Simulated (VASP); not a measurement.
Set up this calculation in VASP 6.6.1, as the native input.

- Task: single point
- Functional: PBE
- Potentials or basis: VASP PAW PBE potentials, release 64 (Cd, Te)
- Cutoff: 520 eV
- k mesh: 11 × 11 × 11
- Occupations: fermi-dirac, width 0.05 eV
- Spin: no spin polarisation
- Dipole correction: no
- Further INCAR settings: ALGO = Normal; EDIFF = 1e-07; NBANDS = 16

The structure of CdTe lies in POSCAR:

```
CdTe
1.0
    0.0000000000      3.3520036160      3.3520036160
    3.3520036160      0.0000000000      3.3520036160
    3.3520036160      3.3520036160      0.0000000000
Cd Te
1 1
Direct
    0.0000000000      0.0000000000      0.0000000000
    0.2500000000      0.2500000000      0.2500000000
```

One way to write it, as run:

INCAR

```
SYSTEM = CdTe
ALGO = Normal
EDIFF = 1E-7
ENCUT = 520
GGA = PE
ISIF = 2
ISMEAR = -1
LASPH = .TRUE.
LCHARG = .FALSE.
LREAL = .FALSE.
LWAVE = .FALSE.
NBANDS = 16
NELM = 60
PREC = Accurate
SIGMA = 0.05
```

KPOINTS

```
k-points
0
G
  11 11 11
  0 0 0
```

Potentials or basis: VASP PAW PBE potentials, release 64 (Cd, Te).

Command:

```console
$ cat potpaw_PBE.64/Cd/POTCAR potpaw_PBE.64/Te/POTCAR > POTCAR
$ mpirun -np 1 vasp_std > vasp.out
```

Results of the run:

```yaml
Pressure: -1.1 GPa
Band_gap_on_the_k_mesh: 0.47 eV
```

Caveat: spin-orbit coupling is left out, which moves the levels of the heavy elements.

Wall time 81 s on 1 thread of Intel Xeon 8259CL, on a shared host, peak memory 0.25 GiB.
